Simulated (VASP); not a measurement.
## Rb: single point with PBE

The system is Rb.

```xyz
1
Lattice="0.0000 3.5765 3.5765 3.5765 0.0000 3.5765 3.5765 3.5765 0.0000" Properties=species:S:1:pos:R:3 pbc="T T T"
Rb    0.0000    0.0000    0.0000
```

```json
{"Program": "VASP 6.6.1", "Task": "single point", "Functional": "PBE", "Potentials or basis": "VASP PAW PBE potentials, release 64 (Rb_sv)", "Cutoff": "520 eV", "k mesh": "13 × 13 × 13", "Occupations": "fermi-dirac, width 0.1 eV", "Spin": "no spin polarisation", "Dipole correction": "no", "Further INCAR settings": "ALGO = Normal; EDIFF = 1e-07; NBANDS = 10"}
```

The pressure is 0.0 GPa.

Levels at points of the mesh, in eV from the Fermi level:
```
           k point  band 3  band 4  band 5  band 6  band 7  band 8
(0.00, 0.00, 0.00)  -12.94  -12.94   -1.96    3.59    3.59    3.59
```

Run time: 41 s on 1 thread of Intel(R) Xeon(R) Platinum 8488C (Sapphire Rapids), with other jobs on the host, peak memory 0.26 GiB.
